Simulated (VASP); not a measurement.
A run of VASP 6.6.1 is set up as follows.

POSCAR

```
ZnS
1.0
    3.8800632112      0.0000000000      0.0000000000
   -1.9400316056      3.3602333092      0.0000000000
    0.0000000000      0.0000000000      6.3664803144
Zn S
2 2
Direct
    0.3333333333      0.6666666667      0.0053397641
    0.6666666667      0.3333333333      0.5053397641
    0.3333333333      0.6666666667      0.3796602359
    0.6666666667      0.3333333333      0.8796602359
```

File INCAR.step1:

```
SYSTEM = ZnS
PREC     = Accurate       ! precision mode
ENCUT    = 550            ! plane-wave cutoff, eV
ISMEAR   = 0              ! smearing method
SIGMA    = 0.01           ! smearing width, eV
LREAL    = .False.        ! projectors in reciprocal space
LASPH    = .True.         ! aspherical terms in the spheres
NELM     = 120            ! most SCF steps
NBANDS   = 26             ! bands
GGA      = PE             ! functional
ALGO     = Normal         ! electronic algorithm
EDIFF    = 1E-5           ! SCF threshold, eV
LWAVE    = .True.         ! write WAVECAR
LCHARG   = .False.        ! write CHGCAR
GGA_COMPAT= .False.
```

INCAR.step2

```
SYSTEM = ZnS
PREC     = Accurate       ! precision mode
ENCUT    = 550            ! plane-wave cutoff, eV
EDIFF    = 1E-6           ! SCF threshold, eV
ISMEAR   = 0              ! smearing method
SIGMA    = 0.01           ! smearing width, eV
LREAL    = .False.        ! projectors in reciprocal space
LASPH    = .True.         ! aspherical terms in the spheres
NELM     = 120            ! most SCF steps
ALGO     = Normal         ! electronic algorithm
ISIF     = 2              ! what is computed and relaxed
LWAVE    = .False.        ! write WAVECAR
LCHARG   = .False.        ! write CHGCAR
METAGGA  = R2SCAN         ! meta-GGA
LMIXTAU  = .True.       
NBANDS   = 26             ! bands
ISTART   = 1            
GGA_COMPAT= .False.
```

File KPOINTS:

```
regular mesh
0
Gamma
  6 6 4
  0 0 0
```

Potentials or basis: VASP PAW PBE potentials, release 64 (Zn, S).

Run with:

```bash
$ cat potpaw_PBE.64/Zn/POTCAR potpaw_PBE.64/S/POTCAR > POTCAR
$ cp INCAR.step1 INCAR
$ mpirun -np 1 vasp_std > vasp.out
$ cp INCAR.step2 INCAR
$ mpirun -np 1 vasp_std > vasp.out
```

**Question.** What does it give for the band gap on the k mesh?

**Answer.** 2.51 eV, direct.

**Question.** Predict the pressure.

**Answer.** -4.0 GPa.

Stress tensor (GPa, compression positive):
```
-3.96  0.00  0.00
 0.00 -3.96  0.00
 0.00  0.00 -4.07
```

Caveat: the PAW data sets were made with another functional, which shifts forces and pressure a little.
